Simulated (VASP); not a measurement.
# Mo: single point with PBEsol

Crystal: Mo.

```
Mo
1.0
     2.65345    0.00000    0.00000
    -1.32672    2.29795    0.00000
     0.00000    0.00000    2.63184
Mo
1
Cartesian
  0.0000 0.0000 1.3159
```

This cell differs from its parent crystal: strain -0.030 along x and y, +0.030 along z.

| Quantity | Value |
| --- | --- |
| Program | VASP 6.6.1 |
| Task | single point |
| Functional | PBEsol |
| Potentials or basis | VASP PAW PBE potentials, release 64 (Mo_sv) |
| Cutoff | 520 eV |
| k mesh | 18 × 18 × 18 |
| Occupations | gaussian, width 0.15 eV |
| Spin | no spin polarisation |
| Dipole correction | no |
| Further INCAR settings | ALGO = Normal; EDIFF = 1e-07; NBANDS = 13 |

| Property | Result |
| --- | --- |
| Pressure | 5.4 GPa |
| Band gap on the k mesh | zero (band 7 reaches 12.91 eV, above the bottom of band 8 at 11.04 eV) |

Stress tensor (GPa, compression positive):
```
 15.18   0.00   0.00
  0.00  15.18   0.00
  0.00   0.00 -14.26
```

Levels at points of the mesh, in eV from the Fermi level:
```
           k point  band 3  band 4  band 5  band 6  band 7  band 8  band 9  band 10  band 11  band 12
(0.00, 0.00, 0.00)  -34.18  -34.18   -7.07   -4.56   -1.03   -1.03    4.00     4.00    13.28    14.34
(0.50, 0.00, 0.00)  -34.60  -34.28   -5.38   -2.96    0.04    1.27    3.16     4.96    11.04    14.23
(0.00, 0.00, 0.50)  -34.07  -34.07   -4.33   -0.57   -0.40   -0.40    1.34     1.34     8.96    15.83
(0.50, 0.00, 0.50)  -35.54  -34.46   -5.65   -4.16   -0.11    5.21    5.80     6.09     7.42    16.12
```

Run time: 20 s on 1 thread of Intel(R) Xeon(R) 6975P-C (Granite Rapids) (shared host), peak memory 0.18 GiB.

Caveat: the cell differs from its parent crystal (strain -0.030 along x and y, +0.030 along z); the PAW data sets were made with another functional, which shifts forces and pressure a little.
